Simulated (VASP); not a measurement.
Wanted: the native input for a VASP 6.6.1 run.

```yaml
Task: single point
Functional: HSE06
Potentials_or_basis: VASP PAW PBE potentials, release 64 (Au)
Cutoff: 520 eV
k_mesh: 6 × 6 × 6
Occupations: fermi-dirac, width 0.05 eV
Spin: no spin polarisation
Dipole_correction: no
Grid_for_exact_exchange_PRECFOCK: Normal
Further_INCAR_settings: ALGO = Normal; EDIFF = 1e-06; NBANDS = 12
Share_of_exact_exchange: 0.25
Screening_parameter: 0.2079 1/Å
```

Au:

```
CELL_PARAMETERS angstrom
-1.64615 1.64615 1.64615
1.64615 -1.64615 1.64615
1.64615 1.64615 -1.64615
ATOMIC_POSITIONS crystal
Au 0.00000 0.00000 0.00000
```

This isn't the form of Au at room conditions, which is fcc.

One way to write it, as run:

POSCAR

```
Au
1.0
   -1.6461460541      1.6461460541      1.6461460541
    1.6461460541     -1.6461460541      1.6461460541
    1.6461460541      1.6461460541     -1.6461460541
Au
1
Direct
    0.0000000000      0.0000000000      0.0000000000
```

INCAR.step1

```
PREC = Accurate ; ENCUT = 520
EDIFF = 1E-5 ; ISMEAR = -1
SIGMA = 0.05 ; LREAL = False
LASPH = True ; NELM = 80
ALGO = Normal ; ISIF = 2
LWAVE = True ; LCHARG = False
NBANDS = 12 ; GGA = PE
```

INCAR.step2

```
PREC = Accurate ; ENCUT = 520
EDIFF = 1E-6 ; ISMEAR = -1
SIGMA = 0.05 ; LREAL = False
LASPH = True ; NELM = 80
ALGO = Normal ; ISIF = 2
LWAVE = False ; LCHARG = False
GGA = PE ; LHFCALC = True
HFSCREEN = 0.2079 ; PRECFOCK = Normal
NBANDS = 12 ; ISTART = 1
```

KPOINTS

```
regular mesh
0
Gamma
  6 6 6
```

Potentials or basis: VASP PAW PBE potentials, release 64 (Au).

The run is started by

```sh
$ cat potpaw_PBE.64/Au/POTCAR > POTCAR
$ cp INCAR.step1 INCAR
$ mpirun -np 1 vasp_std > vasp.out
$ cp INCAR.step2 INCAR
$ mpirun -np 1 vasp_std > vasp.out
```

It gave:

```
Pressure               : -1.4 GPa
Band gap on the k mesh : zero (an odd number of electrons rules out a gap without spin polarisation)
```

Caveat: the k points lie up to 0.45 Å⁻¹ apart, too coarse for converged energies and pressures of a metal; the PAW data sets were made with another functional, which shifts forces and pressure a little; spin-orbit coupling is left out, which moves the levels of the heavy elements.

Run time: 12 min on 1 thread of Intel(R) Xeon(R) Platinum 8259CL CPU @ 2.50GHz (Skylake/Cascade Lake), with other jobs on the host, peak memory 0.24 GiB.
